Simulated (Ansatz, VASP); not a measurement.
One calculation of Ni, two programs

The input INCAR:

```
SYSTEM = Ni
ALGO     = Normal         ! electronic algorithm
EDIFF    = 1E-7           ! SCF threshold, eV
ENCUT    = 520            ! plane-wave cutoff, eV
GGA      = PE             ! functional
GGA_COMPAT= .False.      
ISIF     = 2              ! what is computed and relaxed
ISMEAR   = -1             ! smearing method
LASPH    = .True.         ! aspherical terms in the spheres
LCHARG   = .False.        ! write CHGCAR
LMAXMIX  = 4              ! l up to which the mixer works
LORBIT   = 11             ! projections on sites
LORBMOM  = .True.       
LREAL    = .False.        ! projectors in reciprocal space
LSORBIT  = .True.         ! spin-orbit coupling
LWAVE    = .False.        ! write WAVECAR
MAGMOM   = 0 0 0.839 0 0 0.839 ! initial moments
NBANDS   = 32             ! bands
NELM     = 150            ! most SCF steps
PREC     = Accurate       ! precision mode
SIGMA    = 0.05           ! smearing width, eV
```

KPOINTS

```
k-points
0
Gamma
  11 11 11
  0 0 0
```

The input POSCAR:

```
Ni
1.0
    0.0000000000      2.5501173014      2.5501173014
    2.5501173014      0.0000000000      2.5501173014
    2.5501173014      2.5501173014      0.0000000000
Ni
2
Direct
    0.1250000000      0.1250000000      0.1250000000
    0.8750000000      0.8750000000      0.8750000000
```

Input for Ansatz:

```yaml
crystal:
  lattice:
    - [0.0, 2.5501173014, 2.5501173014]
    - [2.5501173014, 0.0, 2.5501173014]
    - [2.5501173014, 2.5501173014, 0.0]
  atoms:
    - { symbol: Ni, position: [0.125, 0.125, 0.125], spin: 0.839, spin_axis: [0, 0, 1] }
    - { symbol: Ni, position: [0.875, 0.875, 0.875], spin: 0.839, spin_axis: [0, 0, 1] }
hamiltonian:
  xc: pbe
  pseudopotentials:
    kind: paw_fr
    azcp:
      Ni: "pseudopotentials/Ni.paw.azcp"
basis:
  ecutwfc: 420
  fft_grid_basis: typed
kpoints:
  mp_grid: { grid: [11, 11, 11], shift: [0, 0, 0] }
magnetization:
  noncollinear: true
  spin_orbit: true
scf:
  occupations: { method: fermi_dirac, width: 0.05 }
```

Alike in both runs: task single point; functional PBE; k mesh 11 × 11 × 11; occupations fermi-dirac, width 0.05 eV; non-collinear spin, spin-orbit coupling.

```csv
,VASP,Ansatz
version,VASP 6.6.1,Ansatz 0.2.0
potentials or method,"VASP PAW PBE potentials, release 64 (Ni), cutoff 520 eV","plane waves (420 eV) with PAW, fully relativistic with spin-orbit coupling"
valence electrons in the cell,20,36
```

Ansatz gave:

```
net moment per atom (μB) : 0.81
```

Q: What did VASP give for the same quantities?

A: net moment per atom (μB): 0.80.

VASP's potentials hold 20 valence electrons a cell and Ansatz's 36, so a difference there can come from the potentials and not from the codes.
